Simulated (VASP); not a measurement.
Wanted: the native input for a VASP 6.6.1 run.

| Quantity | Value |
| --- | --- |
| Task | single point |
| Functional | LDA |
| Potentials or basis | VASP PAW LDA potentials, release 64 (H, Cl) |
| Cutoff | 520 eV |
| k mesh | 16 × 16 × 16 |
| Occupations | gaussian, width 0.15 eV |
| Spin | no spin polarisation |
| Dipole correction | no |
| Further INCAR settings | ALGO = Normal; EDIFF = 1e-06; NBANDS = 11 |

The structure of HCl lies in POSCAR:

```
HCl
1.0
    0.0000000000      2.6006250000      2.8059375000
    2.6006250000      0.0000000000      2.8059375000
    2.6006250000      2.6006250000      0.0000000000
H Cl
1 1
Direct
    0.0000000000      0.0000000000      0.0000000000
    0.5000000000      0.5000000000      0.5000000000
```

This cell differs from its parent crystal: strain -0.050 along x and y, +0.025 along z.

One way to write it, as run:

INCAR

```
PREC = Accurate
ENCUT = 520
EDIFF = 1E-6
ISMEAR = 0
SIGMA = 0.15
LREAL = F
LASPH = T
NELM = 80
ALGO = Normal
ISIF = 2
LWAVE = F
LCHARG = F
NBANDS = 11
```

KPOINTS

```
Automatic mesh
0
Gamma
  16 16 16
```

Potentials or basis: VASP PAW LDA potentials, release 64 (H, Cl).

Launch:

```sh
$ cat potpaw_LDA.64/H/POTCAR potpaw_LDA.64/Cl/POTCAR > POTCAR
$ mpirun -np 1 vasp_std > vasp.out
```

Results of the run:

```
Pressure               : -12.0 GPa
Band gap on the k mesh : zero (bands 4 and 5 overlap by 0.19 eV)
```

Caveat: the cell differs from its parent crystal (strain -0.050 along x and y, +0.025 along z); the cell stands under tension.

Wall time 87 s on 1 thread of Intel(R) Xeon(R) Platinum 8488C (Sapphire Rapids), on a shared host, peak memory 0.24 GiB.
